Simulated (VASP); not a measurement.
Ir, 1 atom in the cell. Symmetry: Pm-3m, No. 221, cubic system. Conventional cell: a = 2.586 Å, b = 2.586 Å, c = 2.586 Å, α = 90.00°, β = 90.00°, γ = 90.00°. Ir (site symmetry m-3m) has 6 Ir at 2.59 Å within 3.4 Å. This isn't the form of Ir at room conditions, which is fcc.

| Quantity | Value |
| --- | --- |
| Program | VASP 6.6.1 |
| Task | single point |
| Functional | r2SCAN |
| Potentials or basis | VASP PAW PBE potentials, release 64 (Ir) |
| Cutoff | 520 eV |
| k mesh | 14 × 14 × 14 |
| Occupations | fermi-dirac, width 0.05 eV |
| Spin | collinear spin |
| Starting moments | [1.0] μB |
| Dipole correction | no |
| Further INCAR settings | ALGO = Normal; EDIFF = 1e-06; NBANDS = 14 |

Potentials or basis: VASP PAW PBE potentials, release 64 (Ir).

Launch:

```console
$ cat potpaw_PBE.64/Ir/POTCAR > POTCAR
$ cp INCAR.step1 INCAR
$ mpirun -np 1 vasp_std > vasp.out
$ cp INCAR.step2 INCAR
$ mpirun -np 1 vasp_std > vasp.out
```

Hardware: 1 thread of Intel(R) Xeon(R) 6975P-C (Granite Rapids), with other jobs on the host.

Question: How long does it take, and how much memory?

Answer: Wall time 62 s on 1 thread of Intel(R) Xeon(R) 6975P-C (Granite Rapids), on a shared host, peak memory 0.16 GiB. Counts: k points 120.
